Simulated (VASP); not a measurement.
A run of VASP 6.6.1 is set up as follows.

File INCAR:

```
SYSTEM = LiF
ALGO = Normal ; EDIFF = 1E-6
EDIFFG = -0.025 ; ENCUT = 600
GGA = PE ; IBRION = 2
ISIF = 3 ; ISMEAR = 0
LASPH = .TRUE. ; LCHARG = .FALSE.
LREAL = .FALSE. ; LWAVE = .FALSE.
NELM = 60 ; NSW = 80
PREC = Accurate ; SIGMA = 0.1
```

The input KPOINTS:

```
k-points
0
G
  4 4 4
  0 0 0
```

The input POSCAR:

```
LiF
1.0
    1.4513987779      2.7543108195      0.0050706363
    4.2502886109     -2.7006883580     -0.0161415762
   -1.4159292800     -0.0272790479     -4.7405986747
Li F
4 4
Direct
    0.9073459681      0.9173579307      0.6333101177
    0.3910604665      0.4109800120      0.6187153324
    0.3111654746      0.7878393299      0.1371505034
    0.7849725867      0.2723812168      0.1310464149
    0.5435589071      0.6050253430      0.3880275039
    0.1077422846      0.0805105823      0.3648164282
    0.4637270136      0.9629842277      0.8593501455
    0.9904272989      0.4629213574      0.8675835539
```

Potentials or basis: VASP PAW PBE potentials, release 64 (Li_sv, F).

Run with:

```console
$ cat potpaw_PBE.64/Li_sv/POTCAR potpaw_PBE.64/F/POTCAR > POTCAR
$ mpirun -np 1 vasp_std > vasp.out
```

Task: Predict the relaxed volume.

Result: 9.39 Å³/atom.

Task: Predict the relaxed cell.

Result: a = 3.076 Å, b = 5.050 Å, c = 5.085 Å, α = 104.54°, β = 97.70°, γ = 95.45°.

Task: Predict the band gap on the k mesh.

Result: 7.84 eV.

Forces on the atoms (eV/Å):
```
Li  -0.004  0.004 -0.007
Li  -0.016  0.000  0.000
Li   0.003  0.003 -0.012
Li   0.021  0.010  0.003
F    0.000 -0.009  0.004
F   -0.007  0.001  0.004
F   -0.004 -0.008 -0.002
F    0.007 -0.002  0.010
```

Caveat: the k points lie up to 0.52 Å⁻¹ apart in the final cell; the cutoff is under 1.25 times the usual one of these potentials, so pressure, stress and relaxed cells hold a basis-set (Pulay) error. A k mesh can miss the band edges.
